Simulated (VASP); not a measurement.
# SnTe2 (Fm-3m) in VASP: single point with PBE-based screened hybrid with 20 % exact exchange

Aim: the single point of SnTe2 with PBE-based screened hybrid with 20 % exact exchange.

Everything below comes from runs of VASP 6.6.1. Logs are shortened: lines on timing, memory, paths and dates and some standing lists are left out, and cuts for length are marked.

## Step 1: The cell of the first run

The structure is cubic, space group Fm-3m (No. 225). The conventional cell has a = 7.402 Å, b = 7.402 Å, c = 7.402 Å, α = 90.00°, β = 90.00°, γ = 90.00°. Sn (site symmetry m-3m) has 8 Te at 3.21 Å within 4.2 Å. Within 4.2 Å of Te (site symmetry -43m) lie 4 Sn at 3.21 Å and 6 Te at 3.70 Å.

## Step 2: Single point, PBE-based screened hybrid with 20 % exact exchange

The input, POSCAR:

```
SnTe2
1.0
    0.0000000000      3.7010376726      3.7010376726
    3.7010376726      0.0000000000      3.7010376726
    3.7010376726      3.7010376726      0.0000000000
Sn Te
1 2
Direct
    0.0000000000      0.0000000000      0.0000000000
    0.2500000000      0.2500000000      0.2500000000
    0.7500000000      0.7500000000      0.7500000000
```

The input, INCAR.step1:

```
SYSTEM = SnTe2
ALGO = Normal
EDIFF = 1E-5
ENCUT = 400
GGA = PE
GGA_COMPAT = .FALSE.
ISIF = 2
ISMEAR = -1
LASPH = .TRUE.
LCHARG = .FALSE.
LREAL = .FALSE.
LWAVE = .TRUE.
NBANDS = 20
NELM = 120
PREC = Accurate
SIGMA = 0.02
```

The input, INCAR.step2:

```
SYSTEM = SnTe2
AEXX = 0.2
ALGO = Normal
EDIFF = 1E-6
ENCUT = 400
GGA = PE
GGA_COMPAT = .FALSE.
HFSCREEN = 0.1
ISIF = 2
ISMEAR = -1
ISTART = 1
LASPH = .TRUE.
LCHARG = .FALSE.
LHFCALC = .TRUE.
LREAL = .FALSE.
LWAVE = .FALSE.
NBANDS = 20
NELM = 120
PREC = Accurate
PRECFOCK = Normal
SIGMA = 0.02
```

The input, KPOINTS:

```
k-points
0
G
  4 4 4
  0 0 0
```

Potentials or basis: VASP PAW PBE potentials, release 64 (Sn_d, Te).

Command:

```sh
cat potpaw_PBE.64/Sn_d/POTCAR potpaw_PBE.64/Te/POTCAR > POTCAR
cp INCAR.step1 INCAR
mpirun -np 1 vasp_std > vasp.out
cp INCAR.step2 INCAR
mpirun -np 1 vasp_std > vasp.out
```

OUTCAR:

```text
SYSTEM = SnTe2
   AEXX = 0.2
   EDIFF = 1E-6
   ENCUT = 400
   GGA = PE
   HFSCREEN = 0.1
   ISIF = 2
   ISMEAR = -1
   ISTART = 1
   LASPH = .TRUE.
   LHFCALC = .TRUE.
   LREAL = .FALSE.
   NELM = 120
   PREC = Accurate
   PRECFOCK = Normal

 ion  position               nearest neighbor table
   1  0.000  0.000  0.000-   3 3.21   3 3.21   3 3.21   2 3.21   3 3.21   2 3.21   2 3.21   2 3.21

   2  0.250  0.250  0.250-   1 3.21   1 3.21   1 3.21   1 3.21
   3  0.750  0.750  0.750-   1 3.21   1 3.21   1 3.21   1 3.21

  LATTYP: Found a face centered cubic cell.
 ALAT       =     7.4020753452

  Lattice vectors:

 A1 = (   0.0000000000,   3.7010376726,   3.7010376726)
 A2 = (   3.7010376726,   0.0000000000,   3.7010376726)
 A3 = (   3.7010376726,   3.7010376726,   0.0000000000)

Analysis of symmetry for initial positions (statically):
=====================================================================
 Subroutine PRICEL returns:
 Original cell was already a primitive cell.

 Routine SETGRP: Setting up the symmetry group for a
 face centered cubic supercell.

 Subroutine GETGRP returns: Found 48 space group operations
 (whereof 48 operations were pure point group operations)
 out of a pool of 48 trial point group operations.

The static configuration has the point symmetry O_h .

Analysis of symmetry for dynamics (positions and initial velocities):
=====================================================================
 Subroutine PRICEL returns:
 Original cell was already a primitive cell.

 Routine SETGRP: Setting up the symmetry group for a
 face centered cubic supercell.

 Subroutine GETGRP returns: Found 48 space group operations
 (whereof 48 operations were pure point group operations)
 out of a pool of 48 trial point group operations.

The dynamic configuration has the point symmetry O_h .

 Subroutine INISYM returns: Found 48 space group operations
 (whereof 48 operations are pure point group operations),
 and found     1 'primitive' translations

----------------------------------------------------------------------------------------

                                     Primitive cell
[... 76 lines left out ...]
   EDIFF  = 0.1E-05   stopping-criterion for ELM
   LREAL  =      F    real-space projection
   EDIFFG = 0.1E-04   stopping-criterion for IOM
   NSW    =      0    number of steps for IOM
   IBRION =     -1    ionic relax: 0-MD 1-quasi-New 2-CG
   NFREE  =      0    steps in history (QN), initial steepest desc. (CG)
   ISIF   =      2    stress and relaxation
   ISYM   =      3    0-nonsym 1-usesym 2-fastsym
   POTIM  = 0.5000    time-step for ionic-motion
   TEBEG  =    0.0;   TEEND  =   0.0 temperature during run
   PSTRESS=    0.0 pullay stress
   NELECT =      26.0000    total number of electrons
   NUPDOWN=      -1.0000    fix difference up-down
   EMIN   =  10.00;   EMAX   =-10.00  energy-range for DOS
   EFERMI =   0.00;   METHOD = LEGACY
   ISMEAR =    -1;   SIGMA  =   0.02  broadening in eV -4-tet -1-fermi 0-gaus
   EFERMI_NEDOS =   21; number of points for ismear=-14 and -15
   IALGO  =     38    algorithm
   IMIX   =      1    mixing-type and parameters
     AMIX     =   0.40;   BMIX     =  1.00
     AMIX_MAG =   1.60;   BMIX_MAG =  1.00
  volume/ion in A,a.u.               =      33.80       228.07
  Fermi-wavevector in a.u.,A,eV,Ry     =   1.040078  1.965462 14.718260  1.081762
  Thomas-Fermi vector in A             =   2.174637
   LORBIT       =      0    0 simple, 1 ext, 2 COOP (PROOUT), +10 PAW based schemes
   GGA     = PE    functional components
   LHFCALC =     T    Hartree Fock is set to
   PRECFOCK=normal    Normal, Fast or Accurate (Low or Medium for compatibility)
   ENCUT4O =  -1.0   cutoff for four orbital integrals eV
   NKREDX  =     1    reduce k-point grid by
   NKREDY  =     1    reduce k-point grid by
   NKREDZ  =     1    reduce k-point grid by
   AEXX    =    0.2000 exact exchange contribution
   HFSCREEN=    0.1000 screening length (either q_TF or 0.3 A-1)
   HFSCREENC=   0.1000 screening length for correlation (either q_TF or 0.3 A-1)
   ENCUTFOCK=  -1.0 apply spherical cutoff to Coloumb kernel
   IVDW    =     0    specifies the selected vdW correction
   LEPSILON=     F    determine dielectric tensor
   LRPA    =     F    only Hartree local field effects (RPA)
 non-spin polarized calculation
  energy-cutoff  :      400.00
  volume of cell :      101.39
 maximum number of plane-waves:      1859
 NGX is ok and might be reduce to    36
  NGX = 28; NGY = 28; NGZ = 28

 number of electron      26.0000013 magnetization

 Free energy of the ion-electron system (eV)
  ---------------------------------------------------
  ext. energy  EPLUGINS =         0.00000000
  ---------------------------------------------------
  free energy    TOTEN  =       -11.75907829 eV

  energy without entropy =      -11.75140111  energy(sigma->0) =      -11.75523970

 E-fermi :   5.3649     XC(G=0):  -7.7431

 val. band max:        5.1281114087   @ k =  -0.2500   0.2500   0.0000
 cond. band min:       5.3915982998   @ k =   0.5000   0.2500   0.0000
 fundamental gap:      0.2634868911
 Fermi energy:         5.3648985139

 k-point     1 :       0.0000    0.0000    0.0000
  band No.  band energies     occupation
      1     -17.8671      2.00000
      2     -17.8671      2.00000
      3     -17.8671      2.00000
      4     -17.8502      2.00000
      5     -17.8502      2.00000
      6      -8.2825      2.00000
[... 173 lines left out ...]
     19      13.4830      0.00000
     20      13.4976      0.00000

------------------------ aborting loop because EDIFF is reached ----------------------------------------

  FORCE on cell =-STRESS in cart. coord.  units (eV):
  Direction    XX          YY          ZZ          XY          YZ          ZX
  --------------------------------------------------------------------------------------
  -------------------------------------------------------------------------------------
  Total       -0.3347257     -0.3347257     -0.3347257      0.0000000      0.0000000     -0.0000000
  in kB       -5.2893115     -5.2893115     -5.2893115      0.0000000      0.0000000     -0.0000000
  external PRESSURE =      -5.2893115 kB  Pullay stress =       0.0000000 kB

 VOLUME and BASIS-vectors are now :
 -----------------------------------------------------------------------------
  energy-cutoff  :      400.00
  volume of cell :      101.39
      direct lattice vectors                 reciprocal lattice vectors
     0.000000000  3.701037673  3.701037673    -0.135097247  0.135097247  0.135097247
     3.701037673  0.000000000  3.701037673     0.135097247 -0.135097247  0.135097247
     3.701037673  3.701037673  0.000000000     0.135097247  0.135097247 -0.135097247

 POSITION                                       TOTAL-FORCE (eV/Angst)
 -----------------------------------------------------------------------------------
      0.00000      0.00000      0.00000        -0.000000     -0.000000     -0.000000
      1.85052      1.85052      1.85052         0.000000     -0.000000      0.000000
      5.55156      5.55156      5.55156         0.000000      0.000000     -0.000000
 -----------------------------------------------------------------------------------
    total drift:                               -0.000008      0.000000     -0.000006

  FREE ENERGIE OF THE ION-ELECTRON SYSTEM (eV)
  ---------------------------------------------------
  free  energy   TOTEN  =       -11.7590782857 eV

  energy  without entropy=      -11.7514011072  energy(sigma->0) =      -11.75523970
```

Run time: 29 min. Hardware: 1 thread of Oxide Virtual Turin-like, shared host; peak memory 0.29 GiB.

Results:

```yaml
Free_energy: -11.7591 eV
Pressure: -0.5 GPa
Band_gap_on_the_k_mesh: zero (bands 13 and 14 overlap by 2.47 eV)
```

Levels at points of the mesh, in eV from the Fermi level:
```tsv
k point	band 10	band 11	band 12	band 13	band 14	band 15	band 16	band 17
(0.00, 0.00, 0.00)	-3.13	-3.13	-1.65	-1.65	-1.65	2.01	2.01	2.01
(0.50, 0.00, 0.00)	-3.43	-2.83	-2.23	-2.23	0.81	3.77	3.77	5.16
(0.50, 0.50, 0.00)	-4.94	-1.95	0.51	0.51	1.35	2.57	4.78	4.78
```

Caveat: the k points lie up to 0.37 Å⁻¹ apart, too coarse for converged energies and pressures of a metal; the structure was generated, so it needn't be the stable form of SnTe2; the PAW data sets were made with another functional, which shifts forces and pressure a little; spin-orbit coupling is left out, which moves the levels of the heavy elements.

The gap in the log of VASP goes by the Fermi energy; the results here count the filled bands.